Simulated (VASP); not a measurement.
Al2Ru: single point with r2SCAN

Crystal: Al2Ru.

```
CELL_PARAMETERS angstrom
-1.57486 1.57486 4.23724
1.57486 -1.57486 4.23724
1.57486 1.57486 -4.23724
ATOMIC_POSITIONS crystal
Al 0.65936 0.65936 0.00000
Al 0.34064 0.34064 0.00000
Ru 0.00000 0.00000 0.00000
```

* Program: VASP 6.6.1
* Task: single point
* Functional: r2SCAN
* Potentials or basis: VASP PAW PBE potentials, release 64 (Al, Ru_pv)
* Cutoff: 520 eV
* k mesh: 18 × 18 × 18
* Occupations: tetrahedron
* Spin: no spin polarisation

```yaml
Pressure: -3.9 GPa
Largest_force: 0.046 eV/Å
Band_gap_on_the_k_mesh: zero (bands 10 and 11 overlap by 0.06 eV)
```

Forces in eV/Å, atoms in the order of the input:
```
Al   0.000  0.000 -0.046
Al   0.000  0.000  0.046
Ru   0.000  0.000  0.000
```

Stress tensor (GPa, compression positive):
```
-4.20  0.00  0.00
 0.00 -4.20  0.00
 0.00  0.00 -3.43
```

Levels at points of the mesh, in eV from the Fermi level:
| k point | band 6 | band 7 | band 8 | band 9 | band 10 | band 11 | band 12 | band 13 | band 14 | band 15 |
| --- | --- | --- | --- | --- | --- | --- | --- | --- | --- | --- |
| (0.00, 0.00, 0.00) | -3.87 | -2.21 | -2.21 | -2.07 | -1.22 | 2.45 | 4.70 | 6.26 | 6.26 | 6.41 |
| (0.50, 0.00, 0.00) | -4.80 | -3.05 | -3.01 | -2.82 | -1.64 | 0.57 | 3.11 | 5.29 | 7.22 | 8.82 |
| (0.50, 0.50, 0.00) | -3.82 | -3.65 | -3.27 | -1.33 | -0.52 | 0.30 | 1.87 | 1.93 | 4.89 | 5.37 |
| (0.50, 0.50, 0.50) | -4.06 | -2.72 | -1.76 | -1.76 | -1.19 | 3.18 | 3.18 | 6.39 | 6.83 | 8.73 |

Wall time 44 min on 1 thread of Oxide Virtual Turin-like Processor, with other jobs on the host, peak memory 0.44 GiB.

Caveat: the cell stands under tension; the PAW data sets were made with another functional, which shifts forces and pressure a little; tetrahedron occupations give inexact forces and stress in metals.
